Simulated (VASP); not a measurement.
# NaCl (Pm-3m) in VASP: single point with PBE0

Aim: the single point of NaCl with PBE0.

Program: VASP 6.6.1. These are calculated values, not measurements. Logs are shortened: lines on timing, memory, paths and dates and some standing lists are left out, and cuts for length are marked.

### 1 The cell of the first run

Symmetry: Pm-3m, No. 221, cubic system. The conventional cell has a = 3.460 Å, b = 3.460 Å, c = 3.460 Å, α = 90.00°, β = 90.00°, γ = 90.00°. Na (site symmetry m-3m) has 8 Cl at 3.00 Å and 6 Na at 3.46 Å within 3.9 Å. Cl (site symmetry m-3m) has 8 Na at 3.00 Å and 6 Cl at 3.46 Å within 3.9 Å.

### 2 Single point, PBE0

Contents of POSCAR:

```
NaCl
1.0
    3.4595453127      0.0000000000      0.0000000000
    0.0000000000      3.4595453127      0.0000000000
    0.0000000000      0.0000000000      3.4595453127
Na Cl
1 1
Direct
    0.0000000000      0.0000000000      0.0000000000
    0.5000000000      0.5000000000      0.5000000000
```

Contents of INCAR.step1:

```
ALGO     = Normal         # electronic algorithm
EDIFF    = 1E-5           # SCF threshold, eV
ENCUT    = 520            # plane-wave cutoff, eV
GGA      = PE             # functional
ISIF     = 2              # what is computed and relaxed
ISMEAR   = 0              # smearing method
LASPH    = True           # aspherical terms in the spheres
LREAL    = False          # projectors in reciprocal space
LWAVE    = True           # write WAVECAR
NBANDS   = 14             # bands
NELM     = 100            # most SCF steps
PREC     = Accurate       # precision mode
SIGMA    = 0.01           # smearing width, eV
```

Contents of INCAR.step2:

```
AEXX     = 0.25           # exact-exchange fraction
ALGO     = Normal         # electronic algorithm
EDIFF    = 1E-7           # SCF threshold, eV
ENCUT    = 520            # plane-wave cutoff, eV
GGA      = PE             # functional
ISIF     = 2              # what is computed and relaxed
ISMEAR   = 0              # smearing method
ISTART   = 1            
LASPH    = True           # aspherical terms in the spheres
LCHARG   = True           # write CHGCAR
LELF     = True           # ELF
LHFCALC  = True           # exact exchange
LREAL    = False          # projectors in reciprocal space
LVHAR    = True         
LWAVE    = False          # write WAVECAR
NBANDS   = 14             # bands
NELM     = 100            # most SCF steps
PREC     = Accurate       # precision mode
PRECFOCK = Normal       
SIGMA    = 0.01           # smearing width, eV
```

Contents of KPOINTS:

```
k-points
0
Gamma
  6 6 6
```

Potentials or basis: VASP PAW PBE potentials, release 64 (Na_pv, Cl).

Started as:

```sh
$ cat potpaw_PBE.64/Na_pv/POTCAR potpaw_PBE.64/Cl/POTCAR > POTCAR
$ cp INCAR.step1 INCAR
$ mpirun -np 1 vasp_std > vasp.out
$ cp INCAR.step2 INCAR
$ mpirun -np 1 vasp_std > vasp.out
```

OUTCAR:

```text
AEXX = 0.25
   EDIFF = 1E-7
   ENCUT = 520
   GGA = PE
   ISIF = 2
   ISMEAR = 0
   ISTART = 1
   LASPH = True
   LHFCALC = True
   LREAL = False
   NELM = 100
   PREC = Accurate
   PRECFOCK = Normal

 ion  position               nearest neighbor table
   1  0.000  0.000  0.000-
   2  0.500  0.500  0.500-

  LATTYP: Found a simple cubic cell.
 ALAT       =     3.4595453127

  Lattice vectors:

 A1 = (   3.4595453127,   0.0000000000,   0.0000000000)
 A2 = (   0.0000000000,   3.4595453127,   0.0000000000)
 A3 = (   0.0000000000,   0.0000000000,   3.4595453127)

Analysis of symmetry for initial positions (statically):
=====================================================================
 Subroutine PRICEL returns:
 Original cell was already a primitive cell.

 Routine SETGRP: Setting up the symmetry group for a
 simple cubic supercell.

 Subroutine GETGRP returns: Found 48 space group operations
 (whereof 48 operations were pure point group operations)
 out of a pool of 48 trial point group operations.

The static configuration has the point symmetry O_h .

Analysis of symmetry for dynamics (positions and initial velocities):
=====================================================================
 Subroutine PRICEL returns:
 Original cell was already a primitive cell.

 Routine SETGRP: Setting up the symmetry group for a
 simple cubic supercell.

 Subroutine GETGRP returns: Found 48 space group operations
 (whereof 48 operations were pure point group operations)
 out of a pool of 48 trial point group operations.

The dynamic configuration has the point symmetry O_h .

 Subroutine INISYM returns: Found 48 space group operations
 (whereof 48 operations are pure point group operations),
 and found     1 'primitive' translations

----------------------------------------------------------------------------------------

                                     Primitive cell

  volume of cell :      41.4054

  direct lattice vectors                    reciprocal lattice vectors
     3.459545313  0.000000000  0.000000000     0.289055327  0.000000000  0.000000000
     0.000000000  3.459545313  0.000000000     0.000000000  0.289055327  0.000000000
     0.000000000  0.000000000  3.459545313     0.000000000  0.000000000  0.289055327

  length of vectors
     3.459545313  3.459545313  3.459545313     0.289055327  0.289055327  0.289055327

  position of ions in fractional coordinates (direct lattice)
     0.000000000  0.000000000  0.000000000
     0.500000000  0.500000000  0.500000000

  ion indices of the primitive-cell ions
   primitive index   ion index
                 1           1
                 2           2

----------------------------------------------------------------------------------------

 KPOINTS: k-points

Automatic generation of k-mesh.
 Grid dimensions read from file:
 generate k-points for:    6    6    6

 Generating k-lattice:

  Cartesian coordinates                     Fractional coordinates (reciprocal lattice)
     0.048175888  0.000000000  0.000000000     0.166666667  0.000000000  0.000000000
     0.000000000  0.048175888  0.000000000     0.000000000  0.166666667  0.000000000
     0.000000000  0.000000000  0.048175888     0.000000000  0.000000000  0.166666667

  Length of vectors
     0.048175888  0.048175888  0.048175888

  Shift w.r.t. Gamma in fractional coordinates (k-lattice)
     0.000000000  0.000000000  0.000000000

 Subroutine IBZKPT returns following result:
 ===========================================

 Found     20 irreducible k-points:

 Following reciprocal coordinates:
            Coordinates               Weight
  0.000000  0.000000  0.000000      1.000000
  0.166667  0.000000  0.000000      6.000000
  0.333333  0.000000  0.000000      6.000000
  0.500000  0.000000  0.000000      3.000000
  0.166667  0.166667  0.000000     12.000000
  0.333333  0.166667  0.000000     24.000000
[... 12 lines left out ...]
  0.500000  0.500000  0.333333      6.000000
  0.500000  0.500000  0.500000      1.000000
   k-points           NKPTS =     20   k-points in BZ     NKDIM =    216   number of bands    NBANDS=     14
   number of dos      NEDOS =    301   number of ions     NIONS =      2
   total plane-waves  NPLWV =  21952
   dimension x,y,z NGX =    28 NGY =   28 NGZ =   28
   dimension x,y,z NGXF=    56 NGYF=   56 NGZF=   56
   ions per type =               1   1
   NGX,Y,Z   is equivalent  to a cutoff of  13.46, 13.46, 13.46 a.u.
   NGXF,Y,Z  is equivalent  to a cutoff of  26.91, 26.91, 26.91 a.u.
 SYSTEM =  unknown system
   PREC   = accura    normal or accurate (medium, high low for compatibility)
   ISTART =      1    job   : 0-new  1-cont  2-samecut
   ICHARG =      0    charge: 1-file 2-atom 10-const
   ISPIN  =      1    spin polarized calculation?
   LNONCOLLINEAR =      F non collinear calculations
   LSORBIT =      F    spin-orbit coupling
   LASPH  =      T    aspherical Exc in radial PAW
   ENCUT  =  520.0 eV  38.22 Ry    6.18 a.u.   6.43  6.43  6.43*2*pi/ulx,y,z
   NELM   =    100;   NELMIN=  2; NELMDL=  0     # of ELM steps
   EDIFF  = 0.1E-06   stopping-criterion for ELM
   LREAL  =      F    real-space projection
   EDIFFG = 0.1E-05   stopping-criterion for IOM
   NSW    =      0    number of steps for IOM
   IBRION =     -1    ionic relax: 0-MD 1-quasi-New 2-CG
   NFREE  =      0    steps in history (QN), initial steepest desc. (CG)
   ISIF   =      2    stress and relaxation
   ISYM   =      3    0-nonsym 1-usesym 2-fastsym
   POTIM  = 0.5000    time-step for ionic-motion
   TEBEG  =    0.0;   TEEND  =   0.0 temperature during run
   PSTRESS=    0.0 pullay stress
   NELECT =      14.0000    total number of electrons
   NUPDOWN=      -1.0000    fix difference up-down
   EMIN   =  10.00;   EMAX   =-10.00  energy-range for DOS
   EFERMI =   0.00;   METHOD = LEGACY
   ISMEAR =     0;   SIGMA  =   0.01  broadening in eV -4-tet -1-fermi 0-gaus
   EFERMI_NEDOS =   21; number of points for ismear=-14 and -15
   IALGO  =     38    algorithm
   IMIX   =      1    mixing-type and parameters
     AMIX     =   0.40;   BMIX     =  1.00
     AMIX_MAG =   1.60;   BMIX_MAG =  1.00
  volume/ion in A,a.u.               =      20.70       139.71
  Fermi-wavevector in a.u.,A,eV,Ry     =   1.140508  2.155248 17.697906  1.300759
  Thomas-Fermi vector in A             =   2.277210
   LORBIT       =      0    0 simple, 1 ext, 2 COOP (PROOUT), +10 PAW based schemes
   GGA     = PE    functional components
   LHFCALC =     T    Hartree Fock is set to
   PRECFOCK=normal    Normal, Fast or Accurate (Low or Medium for compatibility)
   ENCUT4O =  -1.0   cutoff for four orbital integrals eV
   NKREDX  =     1    reduce k-point grid by
   NKREDY  =     1    reduce k-point grid by
   NKREDZ  =     1    reduce k-point grid by
   AEXX    =    0.2500 exact exchange contribution
   HFSCREEN=    0.0000 screening length (either q_TF or 0.3 A-1)
   HFSCREENC=   0.0000 screening length for correlation (either q_TF or 0.3 A-1)
   ENCUTFOCK=  -1.0 apply spherical cutoff to Coloumb kernel
   IVDW    =     0    specifies the selected vdW correction
   LEPSILON=     F    determine dielectric tensor
   LRPA    =     F    only Hartree local field effects (RPA)
 non-spin polarized calculation
 Gauss-broadening in eV      SIGMA  =   0.01
  energy-cutoff  :      520.00
  volume of cell :       41.41
 maximum number of plane-waves:      1141
 NGX is ok and might be reduce to    28
  NGX = 20; NGY = 20; NGZ = 20

 number of electron      13.9999999 magnetization

 Free energy of the ion-electron system (eV)
  ---------------------------------------------------
  ext. energy  EPLUGINS =         0.00000000
  ---------------------------------------------------
  free energy    TOTEN  =        -8.08322543 eV

  energy without entropy =       -8.08322543  energy(sigma->0) =       -8.08322543

 E-fermi :  -0.4959     XC(G=0):  -6.7578

 val. band max:       -0.6414359005   @ k =   0.5000   0.5000   0.0000
 cond. band min:       5.5039254520   @ k =   0.0000   0.0000   0.0000
 fundamental gap:      6.1453613525
 Fermi energy:        -0.4959123134

 k-point     1 :       0.0000    0.0000    0.0000
  band No.  band energies     occupation
      1     -24.8483      2.00000
      2     -24.8483      2.00000
      3     -24.8483      2.00000
      4     -15.4487      2.00000
      5      -1.2071      2.00000
      6      -1.2071      2.00000
      7      -1.2071      2.00000
      8       5.5039      0.00000
      9       9.9912      0.00000
     10       9.9912      0.00000
     11      17.9004      0.00000
     12      17.9675      0.00000
     13      17.9800      0.00000
     14      17.9906      0.00000

 k-point     2 :       0.1667    0.0000    0.0000
  band No.  band energies     occupation
      1     -24.8594      2.00000
      2     -24.8472      2.00000
      3     -24.8472      2.00000
      4     -15.3487      2.00000
      5      -2.0863      2.00000
      6      -1.1428      2.00000
      7      -1.1428      2.00000
      8       6.2665      0.00000
      9      10.3156      0.00000
     10      10.6403      0.00000
     11      15.8405      0.00000
     12      15.8405      0.00000
     13      17.2192      0.00000
     14      18.2138      0.00000

 k-point     3 :       0.3333    0.0000    0.0000
  band No.  band energies     occupation
      1     -24.8816      2.00000
      2     -24.8451      2.00000
      3     -24.8451      2.00000
      4     -15.1362      2.00000
      5      -3.4307      2.00000
      6      -1.0088      2.00000
      7      -1.0088      2.00000
      8       7.5967      0.00000
      9      11.0647      0.00000
     10      11.2265      0.00000
     11      14.2189      0.00000
     12      14.2189      0.00000
     13      16.1403      0.00000
     14      17.9376      0.00000
[... 256 lines left out ...]
 k-point    19 :       0.5000    0.5000    0.3333
  band No.  band energies     occupation
      1     -24.8775      2.00000
      2     -24.8775      2.00000
      3     -24.8670      2.00000
      4     -14.4649      2.00000
      5      -2.9045      2.00000
      6      -2.9045      2.00000
      7      -2.3157      2.00000
      8       8.0188      0.00000
      9       9.2226      0.00000
     10       9.2226      0.00000
     11      14.8300      0.00000
     12      15.8728      0.00000
     13      17.7070      0.00000
     14      17.7070      0.00000

 k-point    20 :       0.5000    0.5000    0.5000
  band No.  band energies     occupation
      1     -24.8758      2.00000
      2     -24.8758      2.00000
      3     -24.8758      2.00000
      4     -14.3793      2.00000
      5      -2.7779      2.00000
      6      -2.7779      2.00000
      7      -2.7779      2.00000
      8       8.5444      0.00000
      9       8.5444      0.00000
     10       8.5444      0.00000
     11      13.7161      0.00000
     12      18.1616      0.00000
     13      18.1616      0.00000
     14      18.1616      0.00000

------------------------ aborting loop because EDIFF is reached ----------------------------------------

  FORCE on cell =-STRESS in cart. coord.  units (eV):
  Direction    XX          YY          ZZ          XY          YZ          ZX
  --------------------------------------------------------------------------------------
  -------------------------------------------------------------------------------------
  Total        0.1143116      0.1143116      0.1143116      0.0000000     -0.0000000      0.0000000
  in kB        4.4232755      4.4232755      4.4232755      0.0000000     -0.0000000      0.0000000
  external PRESSURE =       4.4232755 kB  Pullay stress =       0.0000000 kB

 VOLUME and BASIS-vectors are now :
 -----------------------------------------------------------------------------
  energy-cutoff  :      520.00
  volume of cell :       41.41
      direct lattice vectors                 reciprocal lattice vectors
     3.459545313  0.000000000  0.000000000     0.289055327  0.000000000  0.000000000
     0.000000000  3.459545313  0.000000000     0.000000000  0.289055327  0.000000000
     0.000000000  0.000000000  3.459545313     0.000000000  0.000000000  0.289055327

 POSITION                                       TOTAL-FORCE (eV/Angst)
 -----------------------------------------------------------------------------------
      0.00000      0.00000      0.00000         0.000000      0.000000      0.000000
      1.72977      1.72977      1.72977         0.000000      0.000000      0.000000
 -----------------------------------------------------------------------------------
    total drift:                                0.000000      0.000000      0.000000

  FREE ENERGIE OF THE ION-ELECTRON SYSTEM (eV)
  ---------------------------------------------------
  free  energy   TOTEN  =        -8.0832254345 eV

  energy  without entropy=       -8.0832254345  energy(sigma->0) =       -8.08322543
```

Wall time 27 min (1 thread of Intel Xeon 8259CL, shared host); peak memory 0.17 GiB.

Results:

```yaml
Free_energy: -8.0832 eV
Pressure: 0.4 GPa
Band_gap_on_the_k_mesh: 6.15 eV (least direct gap 6.71 eV)
```

Caveat: the structure was generated, so it needn't be the stable form of NaCl; the PAW data sets were made with another functional, which shifts forces and pressure a little.
